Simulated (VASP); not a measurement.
## Al3GaIr: single point with PBE

Al3GaIr:

```xyz
10
Lattice="4.3287 0.0000 0.0000 -2.1643 3.7487 0.0000 0.0000 0.0000 10.2920" Properties=species:S:1:pos:R:3 pbc="T T T"
Al    0.0000    0.0000    4.6543
Al    0.0000    0.0000    9.8003
Al    0.0000    2.4992    1.9886
Al    0.0000    2.4992    7.1346
Al    2.1643    1.2496    3.3917
Al    2.1643    1.2496    8.5377
Ga    2.1643    1.2496    0.8819
Ga    2.1643    1.2496    6.0279
Ir    0.0000    2.4992    4.5214
Ir    0.0000    2.4992    9.6674
```

```yaml
Program: VASP 6.6.1
Task: single point
Functional: PBE
Potentials_or_basis: VASP PAW PBE potentials, release 64 (Al, Ga_d, Ir)
Cutoff: 520 eV
k_mesh: 6 × 6 × 2
Occupations: gaussian, width 0.2 eV
Spin: no spin polarisation
Dipole_correction: no
Further_INCAR_settings: ALGO = Normal; EDIFF = 1e-06; NBANDS = 42
```

* Pressure: 0.0 GPa
* Largest force: 0.038 eV/Å
* Band gap on the k mesh: zero (band 31 reaches 8.44 eV, above the bottom of band 32 at 7.36 eV)

Forces in eV/Å, atoms in the order of the input:
```
Al   0.000  0.000  0.015
Al   0.000  0.000  0.015
Al   0.000  0.000 -0.004
Al   0.000  0.000 -0.004
Al   0.000  0.000  0.038
Al   0.000  0.000  0.038
Ga   0.000  0.000 -0.036
Ga   0.000  0.000 -0.036
Ir   0.000  0.000 -0.013
Ir   0.000  0.000 -0.013
```

Stress tensor (GPa, compression positive):
```
 0.04  0.00  0.00
 0.00  0.04  0.00
 0.00  0.00 -0.06
```

Levels at points of the mesh, in eV from the Fermi level:
```
           k point  band 28  band 29  band 30  band 31  band 32  band 33  band 34  band 35
(0.00, 0.00, 0.00)    -0.12    -0.01     0.08     0.35     0.35     0.96     0.96     1.15
(0.50, 0.00, 0.00)    -2.97    -2.77    -2.47    -0.47    -0.20     0.22     0.54     1.07
(0.00, 0.00, 0.50)    -0.44    -0.44    -0.44     0.09     0.09     1.54     1.54     1.54
(0.50, 0.00, 0.50)    -2.98    -2.96    -2.96     0.10     0.10     0.92     0.92     0.99
```

Run time: 58 s on 1 thread of Intel(R) Xeon(R) 6975P-C (Granite Rapids), with other jobs on the host, peak memory 0.32 GiB.

Caveat: spin-orbit coupling is left out, which moves the levels of the heavy elements.
